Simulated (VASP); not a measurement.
A run of VASP 6.6.1:

File INCAR:

```
PREC = Accurate
ENCUT = 520
EDIFF = 1E-7
ISMEAR = -1
SIGMA = 0.05
LREAL = F
LASPH = T
NELM = 150
ALGO = Normal
ISIF = 2
LWAVE = F
LCHARG = F
ISPIN = 2
MAGMOM = 1 1 1 1
LORBIT = 11
LMAXMIX = 4
GGA = PE
NBANDS = 38
```

The input KPOINTS:

```
Automatic mesh
0
Gamma
  17 17 4
```

Contents of POSCAR:

```
Nb
1.0
    2.7420983874      0.0000000000      0.0000000000
   -1.3710491937      2.3747268631      0.0000000000
    0.0000000000      0.0000000000     10.0866460541
Nb
4
Direct
    0.0000000000      0.0000000000      0.0000000000
    0.0000000000      0.0000000000      0.5000000000
    0.3333333333      0.6666666667      0.2500000000
    0.6666666667      0.3333333333      0.7500000000
```

Potentials or basis: VASP PAW PBE potentials, release 64 (Nb_sv).

Command:

```bash
$ cat potpaw_PBE.64/Nb_sv/POTCAR > POTCAR
$ mpirun -np 1 vasp_std > vasp.out
```

Hardware: 1 thread of Oxide Virtual Turin-like Processor, with other jobs on the host.

**Question.** How long does it take, and how much memory?

**Answer.** Wall time 8.4 min on 1 thread of Oxide Virtual Turin-like Processor (shared host), peak memory 0.39 GiB. Counts: scf iterations 18, k points 99.
